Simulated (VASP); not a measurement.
Set up this calculation in VASP 6.6.1, as the native input.

```yaml
Task: single point
Functional: PBEsol
Potentials_or_basis: VASP PAW PBE potentials, release 64 (Ag, Cl)
Cutoff: 520 eV
k_mesh: 12 × 12 × 12
Occupations: fermi-dirac, width 0.1 eV
Spin: no spin polarisation
Dipole_correction: no
Further_INCAR_settings: ALGO = Normal; EDIFF = 1e-06; NBANDS = 16
```

The structure of AgCl lies in POSCAR:

```
AgCl
1.0
    2.7237514517      2.7237514517      0.0000000000
   -2.7237514517      2.7237514517      0.0000000000
    0.0000000000      2.7237514517      2.7237514517
Ag Cl
1 1
Direct
    0.0000000000      0.0000000000      0.0000000000
    0.5000000000      0.5000000000      0.0000000000
```

One way to write it, as run:

INCAR

```
SYSTEM = AgCl
ALGO = Normal
EDIFF = 1E-6
ENCUT = 520
GGA = PS
ISIF = 2
ISMEAR = -1
LASPH = .TRUE.
LCHARG = .FALSE.
LREAL = .FALSE.
LWAVE = .FALSE.
NBANDS = 16
NELM = 100
PREC = Accurate
SIGMA = 0.1
```

KPOINTS

```
k-points
0
G
  12 12 12
  0 0 0
```

Potentials or basis: VASP PAW PBE potentials, release 64 (Ag, Cl).

The run is started by

```bash
$ cat potpaw_PBE.64/Ag/POTCAR potpaw_PBE.64/Cl/POTCAR > POTCAR
$ mpirun -np 1 vasp_std > vasp.out
```

It gave:

```json
{
  "Pressure": "-0.1 GPa",
  "Band gap on the k mesh": "0.72 eV (least direct gap 3.10 eV)"
}
```

Caveat: semilocal functionals underestimate gaps, and a narrow one can read as zero; the PAW data sets were made with another functional, which shifts forces and pressure a little.

Wall time 61 s on 1 thread of Intel Xeon 8259CL (shared host), peak memory 0.2 GiB.
